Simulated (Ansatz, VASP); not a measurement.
Two plane-wave programs on NaH

Contents of INCAR:

```
PREC = Accurate ; ENCUT = 520
EDIFF = 1E-6 ; ISMEAR = -1
SIGMA = 0.02 ; LREAL = False
LASPH = True ; NELM = 60
ALGO = Normal ; ISIF = 2
LWAVE = False ; LCHARG = False
GGA = PE ; NBANDS = 11
```

File KPOINTS:

```
Automatic mesh
0
Gamma
  10 10 10
```

Contents of POSCAR:

```
NaH
1.0
    0.0319668304      2.4294791132      2.4294791132
    2.4294791132      0.0319668304      2.4294791132
    2.4294791132      2.4294791132      0.0319668304
Na H
1 1
Direct
    0.0000000000      0.0000000000      0.0000000000
    0.5000000000      0.5000000000      0.5000000000
```

Input for Ansatz:

```yaml
crystal:
  lattice:
    - [0.0319668304, 2.4294791132, 2.4294791132]
    - [2.4294791132, 0.0319668304, 2.4294791132]
    - [2.4294791132, 2.4294791132, 0.0319668304]
  atoms:
    - { symbol: Na, position: [0.0, 0.0, 0.0] }
    - { symbol: H, position: [0.5, 0.5, 0.5] }
kpoints:
  mp_grid: { grid: [10, 10, 10] }
  band_path:
    path:
      - [0.0, 0.0, 0.0]
      - [0.5, 0.0, 0.5]
      - [0.625, 0.25, 0.625]
      - [0.375, 0.375, 0.75]
      - [0.5, 0.5, 0.5]
      - [0.5, 0.25, 0.75]
    npoints: 1
hamiltonian:
  xc: pbe
scf:
  occupations: { method: fermi_dirac, width: 0.02 }
  n_extra_bands: 4
output:
  forces: true
  stress: true
  eigenvalues: true
```

Change from the starting cell: shear_111 strain +2.0%.

Alike in both runs: task single point; functional PBE; k mesh 10 × 10 × 10; occupations fermi-dirac, width 0.02 eV; no spin polarisation.

|  | VASP | Ansatz |
| --- | --- | --- |
| version | VASP 6.6.1 | Ansatz 0.2.0 |
| potentials or method | VASP PAW PBE potentials, release 64 (Na_pv, H) | plane waves, PAW |
| plane-wave cutoff (eV) | 520 | 420 |
| valence electrons in the cell | 8 | 10 |

|  | VASP | Ansatz | Ansatz less VASP |
| --- | --- | --- | --- |
| gap on the k mesh at the Fermi level (eV) | 3.66 | 3.67 | +0.002 |
| pressure (GPa) | 0.0 | 0.1 | +0.03 |
| traceless stress, the component that is largest in VASP (GPa) | -0.31 | -0.31 | 0.000 |

VASP's potentials hold 8 valence electrons a cell and Ansatz's 10, so a difference there can come from the potentials and not from the codes.
